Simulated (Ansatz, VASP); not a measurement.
**HgS in VASP and in Ansatz**

The input INCAR:

```
SYSTEM = HgS
PREC = Accurate ; ENCUT = 500
EDIFF = 1E-6 ; ISMEAR = 0
SIGMA = 0.05 ; LREAL = .FALSE.
LASPH = .TRUE. ; NELM = 120
ALGO = Normal ; ISIF = 2
LWAVE = .FALSE. ; LCHARG = .TRUE.
GGA = B5 ; ALDAX = 1.0
AGGAX = 1.0 ; AGGAC = 1.0
ALDAC = 0.0 ; LELF = .TRUE.
LVHAR = .TRUE. ; NBANDS = 16
GGA_COMPAT = .FALSE.
```

The input KPOINTS:

```
regular mesh
0
G
  8 8 8
  0 0 0
```

Contents of POSCAR:

```
HgS
1.0
    0.0000000000      3.0688310966      3.0688310966
    3.0688310966      0.0000000000      3.0688310966
    3.0688310966      3.0688310966      0.0000000000
Hg S
1 1
Direct
    0.0000000000      0.0000000000      0.0000000000
    0.7500000000      0.7500000000      0.7500000000
```

Input for Ansatz:

```yaml
crystal:
  lattice:
    - [0.0, 3.0688310966, 3.0688310966]
    - [3.0688310966, 0.0, 3.0688310966]
    - [3.0688310966, 3.0688310966, 0.0]
  atoms:
    - { symbol: Hg, position: [0.0, 0.0, 0.0] }
    - { symbol: S, position: [0.75, 0.75, 0.75] }
basis:
  ecutwfc: 420
  ecutrho_ratio: 4
kpoints:
  mp_grid: { grid: [8, 8, 8] }
hamiltonian:
  xc: blyp
scf:
  occupations: { method: gaussian, width: 0.05 }
output:
  forces: true
  stress: true
  eigenvalues: true
```

Alike in both runs: task single point; functional BLYP; k mesh 8 × 8 × 8; occupations gaussian, width 0.05 eV; no spin polarisation.

|  | VASP | Ansatz |
| --- | --- | --- |
| version | VASP 6.6.1 | Ansatz 0.2.0 |
| potentials or method | VASP PAW PBE potentials, release 64 (Hg, S), cutoff 500 eV | scalar-relativistic, plane waves, PAW |
| valence electrons in the cell | 18 | 26 |

|  | VASP | Ansatz | Ansatz less VASP |
| --- | --- | --- | --- |
| gap on the k mesh at the Fermi level (eV) | none | none | - |
| pressure (GPa) | 0.3 | 0.0 | -0.25 |

VASP's potentials were made for PBE, not for BLYP. A gap of «none» marks a metal or a gap that the smearing closes. The functional is the same, so the differences come from potentials, cutoffs and numerics. VASP's potentials hold 18 valence electrons a cell and Ansatz's 26, so a difference there can come from the potentials and not from the codes.

Spin-orbit coupling is off throughout.
